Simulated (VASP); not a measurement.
Here is a VASP 6.6.1 calculation.

INCAR

```
SYSTEM = AgCl
PREC = Accurate
ENCUT = 520
EDIFF = 1E-6
ISMEAR = 0
SIGMA = 0.05
LREAL = .FALSE.
LASPH = .TRUE.
NELM = 80
ALGO = Normal
ISIF = 2
LWAVE = .FALSE.
LCHARG = .FALSE.
GGA = PE
NBANDS = 16
```

File KPOINTS:

```
regular mesh
0
G
  8 8 8
  0 0 0
```

The input POSCAR:

```
AgCl
1.0
    0.0000000000      2.6622240000      2.8840760000
    2.6622240000      0.0000000000      2.8840760000
    2.6622240000      2.6622240000      0.0000000000
Ag Cl
1 1
Direct
    0.5000000000      0.5000000000      0.5000000000
    0.0000000000      0.0000000000      0.0000000000
```

Potentials or basis: VASP PAW PBE potentials, release 64 (Ag, Cl).

Launch:

```console
$ cat potpaw_PBE.64/Ag/POTCAR potpaw_PBE.64/Cl/POTCAR > POTCAR
$ mpirun -np 1 vasp_std > vasp.out
```

Q: Predict the band gap on the k mesh.

A: 0.67 eV, indirect (least direct gap 3.33 eV).

Q: What does it give for the pressure?

A: 4.5 GPa.

Stress tensor (GPa, compression positive):
```
5.58 0.00 0.00
0.00 5.58 0.00
0.00 0.00 2.33
```

Caveat: the cell differs from its parent crystal (strain -0.040 along x and y, +0.040 along z). A k mesh can miss the band edges.
